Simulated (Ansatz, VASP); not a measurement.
## One calculation of Cr, two programs

```
Cr
1.0
     2.45048    0.00000    0.00000
    -1.22524    2.12218    0.00000
     0.00000    0.00000    8.61150
Cr
4
Direct
  0.00000 0.00000 0.00000
  0.00000 0.00000 0.50000
  0.33333 0.66667 0.25000
  0.66667 0.33333 0.75000
```

Alike in both runs: task single point; functional RPBE; k mesh 19 × 19 × 5; occupations fermi-dirac, width 0.1 eV; no spin polarisation.

```csv
,VASP,Ansatz
version,VASP 6.6.1,Ansatz 0.2.0
potentials or method,"VASP PAW PBE potentials, release 64 (Cr_pv), cutoff 520 eV","plane waves (420 eV) with PAW, scalar-relativistic"
valence electrons in the cell,48,56
```

Ansatz gave:

```
pressure (GPa)                                                : 22.1
traceless stress, the component that is largest in VASP (GPa) : -1.23
```

Q: What did VASP give for the same quantities?

A: Pressure (GPa): 21.6; traceless stress, the component that is largest in VASP (GPa): -1.16.

VASP's potentials were made for PBE, not for RPBE. VASP's potentials hold 48 valence electrons a cell and Ansatz's 56, so a difference there can come from the potentials and not from the codes.
